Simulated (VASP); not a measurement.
# ZrS (Fm-3m) in VASP: notebook

Runs on ZrS. Level: LDA. Tasks: single point.

Everything below comes from runs of VASP 6.6.1. Logs are shortened: lines on timing, memory, paths and dates and some standing lists are left out, and cuts for length are marked.

## (1) The cell of the first run

The structure is cubic, space group Fm-3m (No. 225). The conventional cell has a = 4.806 Å, b = 4.806 Å, c = 4.806 Å, α = 90.00°, β = 90.00°, γ = 90.00°. Within 3.2 Å of Zr (site symmetry m-3m) lie 6 S at 2.40 Å. Within 3.2 Å of S (site symmetry m-3m) lie 6 Zr at 2.40 Å.

## (2) Single point, LDA, collinear spin (13.87 Å³/atom)

Input file INCAR:

```
PREC = Accurate
ENCUT = 520
EDIFF = 1E-7
ISMEAR = 0
SIGMA = 0.15
LREAL = F
LASPH = T
NELM = 150
ALGO = Normal
ISIF = 2
LWAVE = F
LCHARG = F
ISPIN = 2
MAGMOM = 0.9 0
LORBIT = 11
NUPDOWN = 0.9
LMAXMIX = 4
NBANDS = 20
```

Input file KPOINTS:

```
Automatic mesh
0
Gamma
  16 16 16
```

Input file POSCAR:

```
ZrS
1.0
    0.0000000000      2.4028323044      2.4028323044
    2.4028323044      0.0000000000      2.4028323044
    2.4028323044      2.4028323044      0.0000000000
Zr S
1 1
Direct
    0.0000000000      0.0000000000      0.0000000000
    0.5000000000      0.5000000000      0.5000000000
```

Potentials or basis: VASP PAW LDA potentials, release 64 (Zr_sv, S).

Launch:

```
$ cat potpaw_LDA.64/Zr_sv/POTCAR potpaw_LDA.64/S/POTCAR > POTCAR
$ mpirun -np 1 vasp_std > vasp.out
```

OUTCAR:

```text
PREC = Accurate
   ENCUT = 520
   EDIFF = 1E-7
   ISMEAR = 0
   LREAL = F
   LASPH = T
   NELM = 150
   ISIF = 2
   ISPIN = 2
   LORBIT = 11
   NUPDOWN = 0.9

 ion  position               nearest neighbor table
   1  0.000  0.000  0.000-   2 2.40   2 2.40   2 2.40   2 2.40   2 2.40   2 2.40
   2  0.500  0.500  0.500-   1 2.40   1 2.40   1 2.40   1 2.40   1 2.40   1 2.40

  LATTYP: Found a face centered cubic cell.
 ALAT       =     4.8056646088

  Lattice vectors:

 A1 = (   0.0000000000,   2.4028323044,   2.4028323044)
 A2 = (   2.4028323044,   0.0000000000,   2.4028323044)
 A3 = (   2.4028323044,   2.4028323044,   0.0000000000)

Analysis of symmetry for initial positions (statically):
=====================================================================
 Subroutine PRICEL returns:
 Original cell was already a primitive cell.

 Routine SETGRP: Setting up the symmetry group for a
 face centered cubic supercell.

 Subroutine GETGRP returns: Found 48 space group operations
 (whereof 48 operations were pure point group operations)
 out of a pool of 48 trial point group operations.

The static configuration has the point symmetry O_h .

Analysis of symmetry for dynamics (positions and initial velocities):
=====================================================================
 Subroutine PRICEL returns:
 Original cell was already a primitive cell.

 Routine SETGRP: Setting up the symmetry group for a
 face centered cubic supercell.

 Subroutine GETGRP returns: Found 48 space group operations
 (whereof 48 operations were pure point group operations)
 out of a pool of 48 trial point group operations.

The dynamic configuration has the point symmetry O_h .

Analysis of structural, dynamic, and magnetic symmetry:
=====================================================================
 Subroutine PRICEL returns:
 Original cell was already a primitive cell.

 Routine SETGRP: Setting up the symmetry group for a
 face centered cubic supercell.

 Subroutine GETGRP returns: Found 48 space group operations
 (whereof 48 operations were pure point group operations)
 out of a pool of 48 trial point group operations.

The overall configuration has the point symmetry O_h .

 Subroutine INISYM returns: Found 48 space group operations
 (whereof 48 operations are pure point group operations),
 and found     1 'primitive' translations

[... 115 lines left out ...]
  volume/ion in A,a.u.               =      13.87        93.62
  Fermi-wavevector in a.u.,A,eV,Ry     =   1.417203  2.678126 27.326834  2.008466
  Thomas-Fermi vector in A             =   2.538458
   LORBIT       =     11    0 simple, 1 ext, 2 COOP (PROOUT), +10 PAW based schemes
   GGA     = CA    functional components
   LHFCALC =     F    Hartree Fock is set to
   AEXX    =    0.0000 exact exchange contribution
   IVDW    =     0    specifies the selected vdW correction
   LEPSILON=     F    determine dielectric tensor
   LRPA    =     F    only Hartree local field effects (RPA)
 spin polarized calculation
 Gauss-broadening in eV      SIGMA  =   0.15
  energy-cutoff  :      520.00
  volume of cell :       27.75
 maximum number of plane-waves:       758
 NGX is ok and might be reduce to    28
   NGX = 13   NGY = 13   NGZ = 13

 number of electron      18.0000001 magnetization       0.9000000

 Free energy of the ion-electron system (eV)
  ---------------------------------------------------
  ext. energy  EPLUGINS =         0.00000000
  ---------------------------------------------------
  free energy    TOTEN  =       -16.04540000 eV

  energy without entropy =      -16.03542092  energy(sigma->0) =      -16.04041046

 E-fermi :  13.2053     XC(G=0): -12.8270

 val. band max:       14.8098844780   @ k =  -0.3750   0.2500   0.1250
 cond. band min:      13.2193337635   @ k =   0.1250   0.0625   0.0000
 fundamental gap:     -1.5905507145
 Fermi energy:        14.8101326366

 spin component 1

 k-point     1 :       0.0000    0.0000    0.0000
  band No.  band energies     occupation
      1     -35.0593      1.00000
      2     -13.1796      1.00000
      3     -13.1796      1.00000
      4     -13.1796      1.00000
      5      -2.8880      1.00000
      6      10.6132      1.00000
[... 541 lines left out ...]
     19      32.4182      0.00000
     20      33.8478      0.00000

 [... further k-points ...]

 spin component 2

 k-point     1 :       0.0000    0.0000    0.0000
  band No.  band energies     occupation
      1     -34.7861      1.00000
      2     -12.8714      1.00000
      3     -12.8714      1.00000
      4     -12.8714      1.00000
      5      -2.6456      1.00000
      6      10.8426      1.00000
[... 541 lines left out ...]
     19      32.7201      0.00000
     20      34.1392      0.00000

 [... further k-points ...]

------------------------ aborting loop because EDIFF is reached ----------------------------------------

  FORCE on cell =-STRESS in cart. coord.  units (eV):
  Direction    XX          YY          ZZ          XY          YZ          ZX
  --------------------------------------------------------------------------------------
  -------------------------------------------------------------------------------------
  Total        8.8247570      8.8247570      8.8247570     -0.0000000     -0.0000000      0.0000000
  in kB      509.5806840    509.5806840    509.5806840     -0.0000000     -0.0000000      0.0000000
  external PRESSURE =     509.5806840 kB  Pullay stress =       0.0000000 kB

 VOLUME and BASIS-vectors are now :
 -----------------------------------------------------------------------------
  energy-cutoff  :      520.00
  volume of cell :       27.75
      direct lattice vectors                 reciprocal lattice vectors
     0.000000000  2.402832304  2.402832304    -0.208087763  0.208087763  0.208087763
     2.402832304  0.000000000  2.402832304     0.208087763 -0.208087763  0.208087763
     2.402832304  2.402832304  0.000000000     0.208087763  0.208087763 -0.208087763

 POSITION                                       TOTAL-FORCE (eV/Angst)
 -----------------------------------------------------------------------------------
      0.00000      0.00000      0.00000        -0.000000      0.000000     -0.000000
      2.40283      2.40283      2.40283         0.000000     -0.000000      0.000000
 -----------------------------------------------------------------------------------
    total drift:                                0.000000      0.000000      0.000000

  FREE ENERGIE OF THE ION-ELECTRON SYSTEM (eV)
  ---------------------------------------------------
  free  energy   TOTEN  =       -16.0454000005 eV

  energy  without entropy=      -16.0354209235  energy(sigma->0) =      -16.04041046

 total charge

# of ion       s       p       d       tot
------------------------------------------
    1        2.174   6.028   2.102  10.304
    2        1.328   2.594   0.000   3.923
--------------------------------------------------
tot          3.502   8.622   2.102  14.226

 magnetization (x)

# of ion       s       p       d       tot
------------------------------------------
    1        0.009   0.005   0.483   0.496
    2        0.005   0.060   0.000   0.066
--------------------------------------------------
tot          0.014   0.065   0.483   0.562
```

It took 80 s on 1 thread of Intel Xeon 6975P-C (Granite Rapids), shared host; peak memory 0.24 GiB.

What came out:

```yaml
Free_energy: -16.0454 eV
Pressure: 51.0 GPa
Net_moment: 0.90 μB per cell
Site_moments: Zr +0.50; S +0.07 μB
Valence_electrons_inside_the_program's_atomic_spheres: Zr 10.30; S 3.92
```

Caveat: the cell stands under pressure; the total moment is fixed, so each spin has its own Fermi level and the state may be an excited one.

## (3) Single point, LDA, collinear spin (13.87 Å³/atom)

Input file INCAR:

```
SYSTEM = ZrS
PREC     = Accurate       ! precision mode
ENCUT    = 520            ! plane-wave cutoff, eV
EDIFF    = 1E-6           ! SCF threshold, eV
ISMEAR   = 0              ! smearing method
SIGMA    = 0.15           ! smearing width, eV
LREAL    = .FALSE.        ! projectors in reciprocal space
LASPH    = .TRUE.         ! aspherical terms in the spheres
NELM     = 150            ! most SCF steps
ALGO     = Normal         ! electronic algorithm
ISIF     = 2              ! what is computed and relaxed
LWAVE    = .FALSE.        ! write WAVECAR
LCHARG   = .FALSE.        ! write CHGCAR
ISPIN    = 2              ! spin polarisation
MAGMOM   = 0.7 0          ! initial moments
LORBIT   = 11             ! projections on sites
NUPDOWN  = 0.7            ! fixed moment
LMAXMIX  = 4              ! l up to which the mixer works
GGA      = CA             ! functional
NBANDS   = 20             ! bands
```

Input file KPOINTS:

```
regular mesh
0
G
  16 16 16
  0 0 0
```

POSCAR is that of step 2.

Potentials or basis: VASP PAW LDA potentials, release 64 (Zr_sv, S).

Launch:

```
$ cat potpaw_LDA.64/Zr_sv/POTCAR potpaw_LDA.64/S/POTCAR > POTCAR
$ mpirun -np 1 vasp_std > vasp.out
```

It took 71 s on 1 thread of Intel Xeon 6975P-C (Granite Rapids), shared host; peak memory 0.24 GiB.

It converged, with:

* Free energy: -16.1846 eV
* Pressure: 49.7 GPa
* Net moment: 0.70 μB per cell
* Site moments: Zr +0.39; S +0.05 μB
* Valence electrons inside the program's atomic spheres: Zr 10.30; S 3.92

Caveat: the cell stands under pressure; the total moment is fixed, so each spin has its own Fermi level and the state may be an excited one.

## (4) Single point, LDA, collinear spin (16.16 Å³/atom)

This run uses another cell than the first one, of 16.16 Å³/atom.

Input file INCAR:

```
PREC = Accurate
ENCUT = 520
EDIFF = 1E-6
ISMEAR = 0
SIGMA = 0.15
LREAL = False
LASPH = True
NELM = 150
ALGO = Normal
ISIF = 2
LWAVE = False
LCHARG = False
ISPIN = 2
MAGMOM = 0.4 0
LORBIT = 11
NUPDOWN = 0.4
LMAXMIX = 4
GGA = CA
NBANDS = 20
```

Input file KPOINTS:

```
regular mesh
0
Gamma
  16 16 16
```

Input file POSCAR:

```
ZrS
1.0
    0.0000000000      2.5280572712      2.5280572712
    2.5280572712      0.0000000000      2.5280572712
    2.5280572712      2.5280572712      0.0000000000
Zr S
1 1
Direct
    0.0000000000      0.0000000000      0.0000000000
    0.5000000000      0.5000000000      0.5000000000
```

Launch:

```
$ cat potpaw_LDA.64/Zr_sv/POTCAR potpaw_LDA.64/S/POTCAR > POTCAR
$ mpirun -np 1 vasp_std > vasp.out
```

Wall time 74 s (1 thread of Intel Xeon 6975P-C (Granite Rapids), shared host); peak memory 0.25 GiB.

It converged, with:

```yaml
Free_energy: -17.0739 eV
Pressure: 8.7 GPa
Net_moment: 0.40 μB per cell
Site_moments: Zr +0.23; S +0.02 μB
Valence_electrons_inside_the_program's_atomic_spheres: Zr 9.99; S 3.82
```

Caveat: the cell stands under pressure; the total moment is fixed, so each spin has its own Fermi level and the state may be an excited one.

## (5) The runs side by side

| fixed moment (μB) | cell | pressure (GPa) | moment (μB) |
| --- | --- | --- | --- |
| 0.9 | a = 3.398 Å, angles 60.0°, 2 atoms | 51.0 | 0.90 |
| 0.7 | a = 3.398 Å, angles 60.0°, 2 atoms | 49.7 | 0.70 |
| 0.4 | a = 3.575 Å, angles 60.0°, 2 atoms | 8.7 | 0.40 |

Alike in all rows: task single point; level LDA; potentials or basis VASP PAW LDA potentials, release 64 (Zr_sv, S); spin collinear; k mesh 16 × 16 × 16; cutoff (eV) 520; smearing gaussian 0.15 eV.

Caveats: the cell stands under pressure; the total moment is fixed, so each spin has its own Fermi level and the state may be an excited one.

Absolute energies hang on the potentials; compare differences alone.
